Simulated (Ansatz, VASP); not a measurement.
Lu: VASP beside Ansatz

Contents of INCAR:

```
PREC = Accurate
ENCUT = 520
EDIFF = 1E-7
ISMEAR = -1
SIGMA = 0.05
LREAL = F
LASPH = T
NELM = 80
ALGO = Normal
ISIF = 2
LWAVE = F
LCHARG = F
GGA = CA
NBANDS = 32
```

File KPOINTS:

```
Automatic mesh
0
Gamma
  12 12 12
```

File POSCAR:

```
Lu
1.0
    0.0000000000      2.7234808995      2.7234808995
    2.7234808995      0.0000000000      2.7234808995
    2.7234808995      2.7234808995      0.0000000000
Lu
2
Direct
   -0.1250000000     -0.1250000000     -0.1250000000
    0.1250000000      0.1250000000      0.1250000000
```

Input for Ansatz:

```yaml
crystal:
  lattice:
    - [0.0, 2.7234808995, 2.7234808995]
    - [2.7234808995, 0.0, 2.7234808995]
    - [2.7234808995, 2.7234808995, 0.0]
  atoms:
    - { symbol: Lu, position: [-0.125, -0.125, -0.125] }
    - { symbol: Lu, position: [0.125, 0.125, 0.125] }
kpoints:
  mp_grid: { grid: [12, 12, 12] }
scf:
  occupations: { method: fermi_dirac, width: 0.05 }
hamiltonian:
  xc: lda
  pseudopotentials: { kind: all_electron, lapw: { basis_error: 0.001 } }
output:
  forces: true
  stress: true
  eigenvalues: true
  populations: true
```

Change from the starting cell: volume scaled by 0.5, LAPW.

Alike in both runs: task single point; functional LDA; k mesh 12 × 12 × 12; occupations fermi-dirac, width 0.05 eV; no spin polarisation.

|  | VASP | Ansatz |
| --- | --- | --- |
| version | VASP 6.6.1 | Ansatz 0.2.0 |
| potentials or method | VASP PAW PBE potentials, release 64 (Lu), cutoff 520 eV | all-electron LAPW, scalar-relativistic |

VASP gave:

| Property | Result |
| --- | --- |
| pressure (GPa) | 31.5 |

What did Ansatz give for the same quantities?

Pressure (GPa): 28.8.

VASP's potentials were made for PBE, not for LDA. LDA's correlation is that of Perdew and Zunger in VASP and of Perdew and Wang (1992) in Ansatz. Both programs put the cell under a high pressure, so it lies far from rest at this level. Ansatz ran all-electron here, and VASP with PAW potentials.

Neither program's run includes spin-orbit coupling.
